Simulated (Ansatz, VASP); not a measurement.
**BN in VASP and in Ansatz**

```
CELL_PARAMETERS angstrom
0.00000 1.75624 1.75624
1.75624 0.00000 1.75624
1.75624 1.75624 0.00000
ATOMIC_POSITIONS crystal
B 0.00000 0.00000 0.00000
N 0.75000 0.75000 0.75000
```

Alike in both runs: task single point; functional PBE; k mesh 12 × 12 × 12; occupations gaussian, width 0.02 eV; no spin polarisation.

```csv
,VASP,Ansatz
version,VASP 6.6.1,Ansatz 0.2.0
potentials or method,"VASP PAW PBE potentials, release 64 (B, N), cutoff 600 eV","scalar-relativistic, plane waves, PAW"
valence electrons in the cell,8,8
```

VASP gave:

| Item | Value |
| --- | --- |
| gap on the k mesh at the Fermi level (eV) | 4.55 |
| least direct gap on the mesh (eV) | 9.23 |

Problem. Estimate Ansatz's values.

Solution. gap on the k mesh at the Fermi level (eV): 4.56; least direct gap on the mesh (eV): 9.24.
